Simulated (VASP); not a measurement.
Runs of VASP 6.6.1 on Rh. The structure is that of space group Pm-3m (No. 221), or close to it. The cells are those of the table. 

```tsv
task	cell	k mesh for the DOS	occupations for the DOS	gap on the mesh (eV)	pressure (GPa)
single point	a = 2.450 Å, 1 atom	-	-	none	25.1
single point	a = 2.140 Å, 1 atom	-	-	none	329.0
single point	a = 2.253 Å, 1 atom	-	-	none	158.2
single point	a = 2.355 Å, 1 atom	-	-	none	(a)
single point	a = 2.537 Å, 1 atom	-	-	none	(b)
```

Alike in all rows: level PBE; potentials or basis VASP PAW PBE potentials, release 64 (Rh_pv); no spin polarisation; k mesh 15 × 15 × 15; cutoff (eV) 520; smearing fermi-dirac 0.1 eV.

Question: Estimate the missing entries.

Answer: (a) 71.4; (b) 0.0.

A k mesh can miss the band edges, and the runs leave out spin-orbit coupling on Rh.

A gap of «none» marks levels without a gap at the run's occupations.
